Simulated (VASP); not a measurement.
# AlP5 (P6/mmm) in VASP: density of states with PBE

Aim: the density of states of AlP5 with PBE.

Everything below comes from runs of VASP 6.6.1. Logs are shortened: lines on timing, memory, paths and dates and some standing lists are left out, and cuts for length are marked.

## Step 1: The cell of the first run

The structure is hexagonal, space group P6/mmm (No. 191). The conventional cell has a = 7.920 Å, b = 7.920 Å, c = 2.387 Å, α = 90.00°, β = 90.00°, γ = 120.00°. Al (site symmetry 6/mmm) has 2 Al at 2.39 Å within 3.2 Å. Within 3.0 Å of P (site symmetry mmm) lie 4 P at 2.29 to 2.39 Å. P (site symmetry -6m2) has 5 P at 2.29 to 2.39 Å within 3.0 Å.

## Step 2: Density of states, PBE

Input file POSCAR:

```
AlP5
1.0
    7.9204330501      0.0000000000      0.0000000000
   -3.9602165250      6.8592962303      0.0000000000
    0.0000000000      0.0000000000      2.3871315774
Al P
1 5
Direct
    0.0000000000      0.0000000000      0.5000000000
    0.5000000000      0.0000000000      0.5000000000
    0.0000000000      0.5000000000      0.5000000000
    0.5000000000      0.5000000000      0.5000000000
    0.3333333333      0.6666666667      0.5000000000
    0.6666666667      0.3333333333      0.5000000000
```

Input file INCAR.step1:

```
PREC = Accurate ; ENCUT = 520
EDIFF = 1E-6 ; ISMEAR = 0
SIGMA = 0.1 ; LREAL = False
LASPH = True ; NELM = 80
ALGO = Normal ; ISIF = 2
LWAVE = False ; LCHARG = True
GGA = PE ; NBANDS = 23
```

Input file KPOINTS.step1:

```
Automatic mesh
0
Gamma
  6 6 16
```

Input file INCAR.step2:

```
PREC = Accurate ; ENCUT = 520
EDIFF = 1E-6 ; ISMEAR = -5
SIGMA = 0.1 ; LREAL = False
LASPH = True ; NELM = 80
ALGO = Normal ; ISIF = 2
LWAVE = False ; LCHARG = False
GGA = PE ; LORBIT = 11
NBANDS = 23 ; NEDOS = 1001
ICHARG = 11
```

Input file KPOINTS.step2:

```
Automatic mesh
0
Gamma
  9 9 24
```

Potentials or basis: VASP PAW PBE potentials, release 64 (Al, P).

Started as:

```bash
cat potpaw_PBE.64/Al/POTCAR potpaw_PBE.64/P/POTCAR > POTCAR
cp INCAR.step1 INCAR
cp KPOINTS.step1 KPOINTS
mpirun -np 1 vasp_std > vasp.out
cp INCAR.step2 INCAR
cp KPOINTS.step2 KPOINTS
mpirun -np 1 vasp_std > vasp.out
```

OUTCAR:

```text
PREC = Accurate
   ENCUT = 520
   EDIFF = 1E-6
   ISMEAR = -5
   LREAL = False
   LASPH = True
   NELM = 80
   ISIF = 2
   GGA = PE
   LORBIT = 11
   ICHARG = 11

 ion  position               nearest neighbor table
   1  0.000  0.000  0.500-
   2  0.500  0.000  0.500-   5 2.29   6 2.29
   3  0.000  0.500  0.500-   5 2.29   6 2.29
   4  0.500  0.500  0.500-   5 2.29   6 2.29
   5  0.333  0.667  0.500-   2 2.29   3 2.29   4 2.29
   6  0.667  0.333  0.500-   2 2.29   3 2.29   4 2.29

  LATTYP: Found a hexagonal cell.
 ALAT       =     7.9204330501
 C/A-ratio  =     0.3013890228

  Lattice vectors:

 A1 = (   7.9204330501,   0.0000000000,   0.0000000000)
 A2 = (  -3.9602165250,   6.8592962303,   0.0000000000)
 A3 = (   0.0000000000,   0.0000000000,   2.3871315774)

Analysis of symmetry for initial positions (statically):
=====================================================================
 Subroutine PRICEL returns:
 Original cell was already a primitive cell.

 Routine SETGRP: Setting up the symmetry group for a
 hexagonal supercell.

 Subroutine GETGRP returns: Found 24 space group operations
 (whereof 24 operations were pure point group operations)
 out of a pool of 24 trial point group operations.

The static configuration has the point symmetry D_6h.

Analysis of symmetry for dynamics (positions and initial velocities):
=====================================================================
 Subroutine PRICEL returns:
 Original cell was already a primitive cell.

 Routine SETGRP: Setting up the symmetry group for a
 hexagonal supercell.

 Subroutine GETGRP returns: Found 24 space group operations
 (whereof 24 operations were pure point group operations)
 out of a pool of 24 trial point group operations.

The dynamic configuration has the point symmetry D_6h.

 Subroutine INISYM returns: Found 24 space group operations
 (whereof 24 operations are pure point group operations),
 and found     1 'primitive' translations

----------------------------------------------------------------------------------------

                                     Primitive cell

  volume of cell :     129.6895

  direct lattice vectors                    reciprocal lattice vectors
     7.920433050  0.000000000  0.000000000     0.126255723  0.072893776  0.000000000
    -3.960216525  6.859296230  0.000000000     0.000000000  0.145787551  0.000000000
[... 103 lines left out ...]
   POTIM  = 0.5000    time-step for ionic-motion
   TEBEG  =    0.0;   TEEND  =   0.0 temperature during run
   PSTRESS=    0.0 pullay stress
   NELECT =      28.0000    total number of electrons
   NUPDOWN=      -1.0000    fix difference up-down
   EMIN   =  10.00;   EMAX   =-10.00  energy-range for DOS
   EFERMI =   0.00;   METHOD = LEGACY
   ISMEAR =    -5;   SIGMA  =   0.10  broadening in eV -4-tet -1-fermi 0-gaus
   EFERMI_NEDOS =   21; number of points for ismear=-14 and -15
   IALGO  =     38    algorithm
   IMIX   =      4    mixing-type and parameters
     AMIX     =   0.40;   BMIX     =  1.00
     AMIX_MAG =   1.60;   BMIX_MAG =  1.00
  volume/ion in A,a.u.               =      21.61       145.86
  Fermi-wavevector in a.u.,A,eV,Ry     =   0.982108  1.855915 13.123309  0.964536
  Thomas-Fermi vector in A             =   2.113165
   LORBIT       =     11    0 simple, 1 ext, 2 COOP (PROOUT), +10 PAW based schemes
   GGA     = PE    functional components
   LHFCALC =     F    Hartree Fock is set to
   AEXX    =    0.0000 exact exchange contribution
   IVDW    =     0    specifies the selected vdW correction
   LEPSILON=     F    determine dielectric tensor
   LRPA    =     F    only Hartree local field effects (RPA)
 non-spin polarized calculation
 Fermi weights with tetrahedron method with Bloechl corrections
  energy-cutoff  :      520.00
  volume of cell :      129.69
 maximum number of plane-waves:      3537
 NGX is ok and might be reduce to    60

 number of electron      28.0000002 magnetization

 Free energy of the ion-electron system (eV)
  ---------------------------------------------------
  ext. energy  EPLUGINS =         0.00000000
  ---------------------------------------------------
  free energy    TOTEN  =       -27.57737856 eV

  energy without entropy =      -27.57737856  energy(sigma->0) =      -27.57737856

 E-fermi :   4.9893     XC(G=0):  -9.1122

 val. band max:        5.0597433622   @ k =   0.3333   0.3333   0.0833
 cond. band min:       4.8988084312   @ k =   0.0000   0.0000   0.4167
 fundamental gap:     -0.1609349310
 Fermi energy:         4.9892739809

 k-point     1 :       0.0000    0.0000    0.0000
  band No.  band energies     occupation
      1     -10.5253      2.00000
      2      -8.9038      2.00000
      3      -7.9089      2.00000
      4      -7.9088      2.00000
      5      -3.3848      2.00000
      6      -2.2760      2.00000
[... 613 lines left out ...]
     22      11.1860      0.00000
     23      11.1861      0.00000

 [... further k-points ...]
[... 5 lines left out ...]
  --------------------------------------------------------------------------------------
  -------------------------------------------------------------------------------------
  Total        0.1028180      0.1028180      1.1359839      0.0000000     -0.0000000      0.0000000
  in kB        1.2702084      1.2702084     14.0338849      0.0000000     -0.0000000      0.0000000
  external PRESSURE =       5.5247672 kB  Pullay stress =       0.0000000 kB

 VOLUME and BASIS-vectors are now :
 -----------------------------------------------------------------------------
  energy-cutoff  :      520.00
  volume of cell :      129.69
      direct lattice vectors                 reciprocal lattice vectors
     7.920433050  0.000000000  0.000000000     0.126255723  0.072893776  0.000000000
    -3.960216525  6.859296230  0.000000000     0.000000000  0.145787551  0.000000000
     0.000000000  0.000000000  2.387131577     0.000000000  0.000000000  0.418912811

 POSITION                                       TOTAL-FORCE (eV/Angst)
 -----------------------------------------------------------------------------------
      0.00000      0.00000      1.19357        -0.000000     -0.000000      0.000000
      3.96022      0.00000      1.19357        -0.000000     -0.000000      0.000000
     -1.98011      3.42965      1.19357        -0.000000     -0.000000      0.000000
      1.98011      3.42965      1.19357        -0.000000     -0.000000      0.000000
     -0.00000      4.57286      1.19357        -0.000000      0.000000      0.000000
      3.96022      2.28643      1.19357         0.000000     -0.000000      0.000000
 -----------------------------------------------------------------------------------
    total drift:                                0.000000     -0.000000      0.000000

  FREE ENERGIE OF THE ION-ELECTRON SYSTEM (eV)
  ---------------------------------------------------
  free  energy   TOTEN  =       -27.5773785632 eV

  energy  without entropy=      -27.5773785632  energy(sigma->0) =      -27.57737856

 total charge

# of ion       s       p       d       tot
------------------------------------------
    1        0.495   0.294   0.000   0.789
    2        1.072   1.335   0.000   2.407
    3        1.072   1.335   0.000   2.407
    4        1.072   1.335   0.000   2.407
    5        1.067   1.387   0.000   2.454
    6        1.067   1.387   0.000   2.454
--------------------------------------------------
tot          5.845   7.072   0.000  12.917
```

OSZICAR.step1:

```text
N       E                     dE             d eps       ncg     rms          rms(c)
DAV:   1     0.933777275023E+02    0.93378E+02   -0.11038E+04  2898   0.101E+03
DAV:   2    -0.201090534340E+02   -0.11349E+03   -0.10768E+03  3858   0.160E+02
DAV:   3    -0.278025888674E+02   -0.76935E+01   -0.75053E+01  3795   0.407E+01
DAV:   4    -0.279425131102E+02   -0.13992E+00   -0.13944E+00  3766   0.641E+00
DAV:   5    -0.279453972911E+02   -0.28842E-02   -0.28834E-02  3831   0.893E-01    0.113E+01
DAV:   6    -0.276432306274E+02    0.30217E+00   -0.10037E+00  3696   0.226E+00    0.648E+00
DAV:   7    -0.275990666257E+02    0.44164E-01   -0.14114E-01  3508   0.125E+00    0.235E+00
DAV:   8    -0.275936992360E+02    0.53674E-02   -0.44554E-02  3661   0.657E-01    0.184E-01
DAV:   9    -0.275938531587E+02   -0.15392E-03   -0.18687E-03  3564   0.199E-01    0.108E-01
DAV:  10    -0.275939905554E+02   -0.13740E-03   -0.39359E-04  3600   0.917E-02    0.304E-02
DAV:  11    -0.275940044935E+02   -0.13938E-04   -0.31494E-05  3707   0.259E-02    0.187E-02
DAV:  12    -0.275940125610E+02   -0.80675E-05   -0.10156E-05  3507   0.161E-02    0.309E-03
DAV:  13    -0.275940125497E+02    0.11221E-07   -0.19391E-07  2443   0.213E-03
   1 F= -.27594013E+02 E0= -.27586816E+02  d E =-.143933E-01
```

Run time: 3.8 min. Hardware: 1 thread of Intel Xeon Platinum 8488C (Sapphire Rapids), shared host; peak memory 0.49 GiB.

Results:

* Valence electrons inside the program's atomic spheres: Al 0.79; P 2.41, 2.45

Levels at points of the mesh, in eV from the Fermi level:
```
           k point  band 12  band 13  band 14  band 15  band 16  band 17
(0.00, 0.00, 0.00)    -1.65    -1.65     0.61     0.61     1.00     3.59
(0.00, 0.00, 0.50)    -2.27    -1.41     0.53     0.53     0.90     1.77
```

Caveat: tetrahedron occupations give inexact forces and stress in metals.
